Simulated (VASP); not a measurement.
Set up this calculation in VASP 6.6.1, as the native input.

* Task: single point
* Functional: PBEsol
* Potentials or basis: VASP PAW PBE potentials, release 64 (Ba_sv, Zn, N, O)
* Cutoff: 520 eV
* k mesh: 4 × 4 × 4
* Occupations: gaussian, width 0.05 eV
* Spin: no spin polarisation
* Dipole correction: no
* Further INCAR settings: LREAL = Auto; ALGO = Normal; EDIFF = 1e-06; NBANDS = 98

The structure of Ba8Zn3N6O3 (a cell with a defect) lies in POSCAR:

```
Ba8Zn3N6O3
1.0
    4.0603386242      4.0603386242      0.0000000000
    4.0603386242     -8.1206772484      0.0000000000
    0.0000000000      0.0000000000     -9.0833214478
Ba Zn N O
8 3 6 3
Direct
    0.0000000000      0.0000000000      0.7629636237
    0.3388639207      0.6777278414      0.7661667128
    0.6611360793      0.3222721586      0.7661667128
    0.0000000000      0.0000000000      0.2370363763
    0.3388639207      0.6777278414      0.2338332872
    0.6611360793      0.3222721586      0.2338332872
    0.8371617892      0.6743235785      0.5000000000
    0.1628382108      0.3256764215      0.5000000000
    0.5000000000      0.0000000000      1.0000000000
    0.8307190471      0.6614380942      1.0000000000
    0.1692809529      0.3385619058      1.0000000000
    0.5000000000      0.0000000000      0.1956535051
    0.8309584490      0.6619168979      0.1985385926
    0.1690415510      0.3380831021      0.1985385926
    0.5000000000      0.0000000000      0.8043464949
    0.8309584490      0.6619168979      0.8014614074
    0.1690415510      0.3380831021      0.8014614074
    0.3121614927      0.6243229855      0.5000000000
    0.6878385073      0.3756770145      0.5000000000
    0.0000000000      0.0000000000      0.5000000000
```

One way to write it, as run:

INCAR

```
ALGO     = Normal         # electronic algorithm
EDIFF    = 1E-6           # SCF threshold, eV
ENCUT    = 520            # plane-wave cutoff, eV
GGA      = PS             # functional
ISIF     = 2              # what is computed and relaxed
ISMEAR   = 0              # smearing method
LASPH    = T              # aspherical terms in the spheres
LCHARG   = F              # write CHGCAR
LREAL    = Auto         
LWAVE    = F              # write WAVECAR
NBANDS   = 98             # bands
NELM     = 100            # most SCF steps
PREC     = Accurate       # precision mode
SIGMA    = 0.05           # smearing width, eV
```

KPOINTS

```
k-points
0
Gamma
  4 4 4
```

Potentials or basis: VASP PAW PBE potentials, release 64 (Ba_sv, Zn, N, O).

The run is started by

```bash
$ cat potpaw_PBE.64/Ba_sv/POTCAR potpaw_PBE.64/Zn/POTCAR potpaw_PBE.64/N/POTCAR potpaw_PBE.64/O/POTCAR > POTCAR
$ mpirun -np 1 vasp_std > vasp.out
```

It gave:

| Item | Value |
| --- | --- |
| Pressure | 0.8 GPa |
| Largest force | 0.347 eV/Å |
| Band gap on the k mesh | zero (band 82 reaches 1.84 eV, above the bottom of band 83 at 1.44 eV) |

Caveat: the PAW data sets were made with another functional, which shifts forces and pressure a little; spin-orbit coupling is left out, which moves the levels of the heavy elements.

It took 26 min on 1 thread of Intel(R) Xeon(R) 6975P-C (Granite Rapids) (shared host), peak memory 0.88 GiB.
